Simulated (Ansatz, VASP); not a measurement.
# HfC in VASP and in Ansatz

```
Hf C
1.0
     0.00000    1.95435    1.95435
     1.95435    0.00000    1.95435
     1.95435    1.95435    0.00000
Hf C
1 1
Direct
  0.00000 0.00000 0.00000
  0.50000 0.50000 0.50000
```

Change from the starting cell: volume scaled by 0.6, PAW files.

Alike in both runs: task electric field gradients; functional PBE; k mesh 13 × 13 × 13; occupations fermi-dirac, width 0.05 eV; no spin polarisation.

|  | VASP | Ansatz |
| --- | --- | --- |
| version | VASP 6.6.1 | Ansatz 0.2.0 |
| potentials or method | VASP PAW PBE potentials, release 64 (Hf_pv, C) | PAW with Ansatz's default frozen-core files, scalar-relativistic |
| plane-wave cutoff (eV) | 520 | 420 |
| valence electrons in the cell | 14 | 30 |

|  | VASP | Ansatz | Ansatz less VASP |
| --- | --- | --- | --- |
| pressure (GPa) | 345.8 | 333.9 | -11.85 |

Both programs put the cell under a high pressure, so it lies far from rest at this level. VASP's potentials hold 14 valence electrons a cell and Ansatz's 30, so a difference there can come from the potentials and not from the codes.

Spin-orbit coupling is off throughout. Noted on VASP's run: the cell as given lies far from equilibrium.
